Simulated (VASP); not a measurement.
# Yb (Fm-3m) in VASP: further runs, part 2 of 3

VASP 6.6.1. The steps go on from the part before.

### 3 Electric field gradients, PBEsol (39.64 Å³/atom)

This run uses another cell than the first one, of 39.64 Å³/atom.

The input, INCAR:

```
SYSTEM = Yb
PREC = Accurate ; ENCUT = 520
EDIFF = 1E-8 ; ISMEAR = -1
SIGMA = 0.03 ; LREAL = .FALSE.
LASPH = .TRUE. ; NELM = 100
ALGO = Normal ; ISIF = 2
LWAVE = .FALSE. ; LCHARG = .FALSE.
GGA = PS ; LEFG = .TRUE.
NBANDS = 18
```

The input, KPOINTS:

```
Automatic mesh
0
G
  12 12 12
  0 0 0
```

The input, POSCAR:

```
Yb
1.0
    0.0000000000      2.7063383752      2.7063383752
    2.7063383752      0.0000000000      2.7063383752
    2.7063383752      2.7063383752      0.0000000000
Yb
1
Direct
    0.0000000000      0.0000000000      0.0000000000
```

Potentials or basis: VASP PAW PBE potentials, release 64 (Yb).

Started as:

```sh
cat potpaw_PBE.64/Yb/POTCAR > POTCAR
mpirun -np 1 vasp_std > vasp.out
```

OUTCAR:

```text
SYSTEM = Yb
   PREC = Accurate
   ENCUT = 520
   EDIFF = 1E-8
   ISMEAR = -1
   LREAL = .FALSE.
   LASPH = .TRUE.
   NELM = 100
   ISIF = 2
   GGA = PS

 ion  position               nearest neighbor table
   1  0.000  0.000  0.000-

  LATTYP: Found a face centered cubic cell.
 ALAT       =     5.4126767504

  Lattice vectors:

 A1 = (   0.0000000000,   2.7063383752,   2.7063383752)
 A2 = (   2.7063383752,   0.0000000000,   2.7063383752)
 A3 = (   2.7063383752,   2.7063383752,   0.0000000000)

Analysis of symmetry for initial positions (statically):
=====================================================================
 Subroutine PRICEL returns:
 Original cell was already a primitive cell.

 Routine SETGRP: Setting up the symmetry group for a
 face centered cubic supercell.

[... 684 lines left out ...]
  external PRESSURE =     -31.8971232 kB  Pullay stress =       0.0000000 kB

 VOLUME and BASIS-vectors are now :
 -----------------------------------------------------------------------------
  energy-cutoff  :      520.00
  volume of cell :       39.64
      direct lattice vectors                 reciprocal lattice vectors
     0.000000000  2.706338375  2.706338375    -0.184751473  0.184751473  0.184751473
     2.706338375  0.000000000  2.706338375     0.184751473 -0.184751473  0.184751473
     2.706338375  2.706338375  0.000000000     0.184751473  0.184751473 -0.184751473

 POSITION                                       TOTAL-FORCE (eV/Angst)
 -----------------------------------------------------------------------------------
      0.00000      0.00000      0.00000        -0.000000     -0.000000     -0.000000
 -----------------------------------------------------------------------------------
    total drift:                               -0.000000     -0.000000     -0.000000

  FREE ENERGIE OF THE ION-ELECTRON SYSTEM (eV)
  ---------------------------------------------------
  free  energy   TOTEN  =        -3.8374821631 eV

  energy  without entropy=       -3.8342551322  energy(sigma->0) =       -3.83586865

 Electric field gradients (V/A^2)
---------------------------------------------------------------------
 ion       V_xx      V_yy      V_zz      V_xy      V_xz      V_yz
---------------------------------------------------------------------
   1       0.000     0.000     0.000    -0.003    -0.003    -0.003
---------------------------------------------------------------------

 Electric field gradients after diagonalization (V/A^2)
 (convention: |V_zz| > |V_xx| > |V_yy|)
----------------------------------------------------------------------
 ion       V_xx      V_yy      V_zz     asymmetry (V_yy - V_xx)/ V_zz
----------------------------------------------------------------------
   1       0.003     0.003    -0.006       0.000
----------------------------------------------------------------------

           NMR quadrupolar parameters

 Cq : quadrupolar parameter    Cq=e*Q*V_zz/h
 eta: asymmetry parameters     (V_yy - V_xx)/ V_zz
 Q  : nuclear electric quadrupole moment in mb (millibarn)
----------------------------------------------------------------------
 ion       Cq(MHz)       eta       Q (mb)
----------------------------------------------------------------------
   1      -0.000       0.000       1.000
----------------------------------------------------------------------
```

OSZICAR:

```text
N       E                     dE             d eps       ncg     rms          rms(c)
DAV:   1     0.124039122343E+03    0.12404E+03   -0.86521E+03  3234   0.888E+03
DAV:   2     0.136525652204E+02   -0.11039E+03   -0.10683E+03  3304   0.558E+02
DAV:   3    -0.160654075004E+01   -0.15259E+02   -0.15129E+02  3828   0.121E+02
[... 13 lines left out ...]
DAV:  59    -0.383748235727E+01    0.17424E-06   -0.30611E-07  4324   0.728E-03    0.183E-02
DAV:  60    -0.383748223444E+01    0.12283E-06   -0.73657E-08  4494   0.632E-03    0.112E-02
DAV:  61    -0.383748226374E+01   -0.29300E-07   -0.29974E-07  3440   0.177E-02    0.959E-03
DAV:  62    -0.383748215412E+01    0.10961E-06   -0.18728E-07  3388   0.139E-02    0.164E-03
DAV:  63    -0.383748216308E+01   -0.89531E-08   -0.22686E-09  1706   0.151E-03
   1 F= -.38374822E+01 E0= -.38358686E+01  d E =-.322703E-02
```

stdout:

```text
POSCAR found type information on POSCAR Yb
 POSCAR found :  1 types and       1 ions
 scaLAPACK will be used
 -----------------------------------------------------------------------------
|                                                                             |
|                                                                             |
|     You enforced a specific xc type in the INCAR file but a different       |
|     I HOPE YOU KNOW WHAT YOU ARE DOING!                                     |
|                                                                             |
 -----------------------------------------------------------------------------

 LDA part: xc-table for (Slater+PW92), standard interpolation
 POSCAR, INCAR and KPOINTS ok, starting setup
 FFT: planning ... GRIDC
 FFT: planning ... GRID_SOFT
 FFT: planning ... GRID
 WAVECAR not read
 entering main loop
ion   1
```

Run time: 3.6 min. Hardware: 1 thread of Intel Xeon Platinum 8259CL at 2.50GHz (Skylake/Cascade Lake), shared host; peak memory 0.21 GiB.

What came out:

* Free energy: -3.8375 eV
* Pressure: -3.2 GPa
* Band gap on the k mesh: zero (bands 12 and 13 overlap by 0.03 eV)
* Largest electric field gradient by atom: under 0.05 V/Å² on every atom

Caveat: the cell stands under tension; the PAW data sets were made with another functional, which shifts forces and pressure a little; spin-orbit coupling is left out, which moves the levels of the heavy elements. Spin polarisation is off, so any magnetic state and its effect on volume and gap are missing.

### 4 Electric field gradients, PBEsol

This run uses another cell than the first one, of 40.45 Å³/atom.

The input, INCAR:

```
  PREC = Accurate
  ENCUT = 520
  EDIFF = 1E-8
  ISMEAR = -1
  SIGMA = 0.03
  LREAL = F
  LASPH = T
  NELM = 60
  ALGO = Normal
  ISIF = 2
  LWAVE = F
  LCHARG = F
  GGA = PS
  LEFG = T
  NBANDS = 18
```

The input, KPOINTS:

```
regular mesh
0
Gamma
  12 12 12
```

The input, POSCAR:

```
Yb
1.0
    0.0000000000      2.7246250000      2.7246250000
    2.7246250000      0.0000000000      2.7246250000
    2.7246250000      2.7246250000      0.0000000000
Yb
1
Direct
    0.0000000000      0.0000000000      0.0000000000
```

Potentials or basis: VASP PAW PBE potentials, release 64 (Yb).

Started as:

```sh
cat potpaw_PBE.64/Yb/POTCAR > POTCAR
mpirun -np 1 vasp_std > vasp.out
```

OUTCAR:

```text
PREC = Accurate
   ENCUT = 520
   EDIFF = 1E-8
   ISMEAR = -1
   LREAL = F
   LASPH = T
   NELM = 60
   ISIF = 2
   GGA = PS

 ion  position               nearest neighbor table
   1  0.000  0.000  0.000-

  LATTYP: Found a face centered cubic cell.
 ALAT       =     5.4492500000

  Lattice vectors:

 A1 = (   0.0000000000,   2.7246250000,   2.7246250000)
 A2 = (   2.7246250000,   0.0000000000,   2.7246250000)
[... 710 lines left out ...]
    total drift:                               -0.000000     -0.000000      0.000000

  FREE ENERGIE OF THE ION-ELECTRON SYSTEM (eV)
  ---------------------------------------------------
  free  energy   TOTEN  =        -3.8208231066 eV

  energy  without entropy=       -3.8173527996  energy(sigma->0) =       -3.81908795

 Electric field gradients (V/A^2)
---------------------------------------------------------------------
 ion       V_xx      V_yy      V_zz      V_xy      V_xz      V_yz
---------------------------------------------------------------------
   1       0.000    -0.000    -0.000     0.002     0.002     0.002
---------------------------------------------------------------------

 Electric field gradients after diagonalization (V/A^2)
 (convention: |V_zz| > |V_xx| > |V_yy|)
----------------------------------------------------------------------
 ion       V_xx      V_yy      V_zz     asymmetry (V_yy - V_xx)/ V_zz
----------------------------------------------------------------------
   1      -0.002    -0.002     0.004       0.000
----------------------------------------------------------------------

           NMR quadrupolar parameters

 Cq : quadrupolar parameter    Cq=e*Q*V_zz/h
 eta: asymmetry parameters     (V_yy - V_xx)/ V_zz
 Q  : nuclear electric quadrupole moment in mb (millibarn)
----------------------------------------------------------------------
 ion       Cq(MHz)       eta       Q (mb)
----------------------------------------------------------------------
   1       0.000       0.000       1.000
----------------------------------------------------------------------
```

stdout:

```text
POSCAR found type information on POSCAR Yb
 POSCAR found :  1 types and       1 ions
 scaLAPACK will be used
 -----------------------------------------------------------------------------
|                                                                             |
|                                                                             |
|     You enforced a specific xc type in the INCAR file but a different       |
|     I HOPE YOU KNOW WHAT YOU ARE DOING!                                     |
|                                                                             |
 -----------------------------------------------------------------------------

 LDA part: xc-table for (Slater+PW92), standard interpolation
 POSCAR, INCAR and KPOINTS ok, starting setup
 FFT: planning ... GRIDC
 FFT: planning ... GRID_SOFT
 FFT: planning ... GRID
 WAVECAR not read
 entering main loop
ion   1
```

Wall time 3.6 min (1 thread of Intel Xeon Platinum 8259CL at 2.50GHz (Skylake/Cascade Lake), shared host); peak memory 0.22 GiB.

Results:

- Free energy: -3.8208 eV
- Pressure: -3.4 GPa
- Band gap on the k mesh: zero (bands 12 and 13 overlap by 0.05 eV)
- Largest electric field gradient by atom: under 0.05 V/Å² on every atom

Levels at points of the mesh, in eV from the Fermi level:
| k point | band 9 | band 10 | band 11 | band 12 | band 13 | band 14 | band 15 | band 16 |
| --- | --- | --- | --- | --- | --- | --- | --- | --- |
| (0.00, 0.00, 0.00) | -0.33 | -0.25 | -0.25 | -0.25 | 2.72 | 2.72 | 2.72 | 4.60 |
| (0.50, 0.00, 0.00) | -0.34 | -0.27 | -0.27 | -0.25 | 0.17 | 2.53 | 2.53 | 5.97 |
| (0.50, 0.50, 0.00) | -0.33 | -0.29 | -0.28 | -0.28 | 0.24 | 1.35 | 5.98 | 6.38 |

Caveat: the cell stands under tension; the PAW data sets were made with another functional, which shifts forces and pressure a little; spin-orbit coupling is left out, which moves the levels of the heavy elements. Spin polarisation is off, so any magnetic state and its effect on volume and gap are missing.

[end of part 2 of 3]
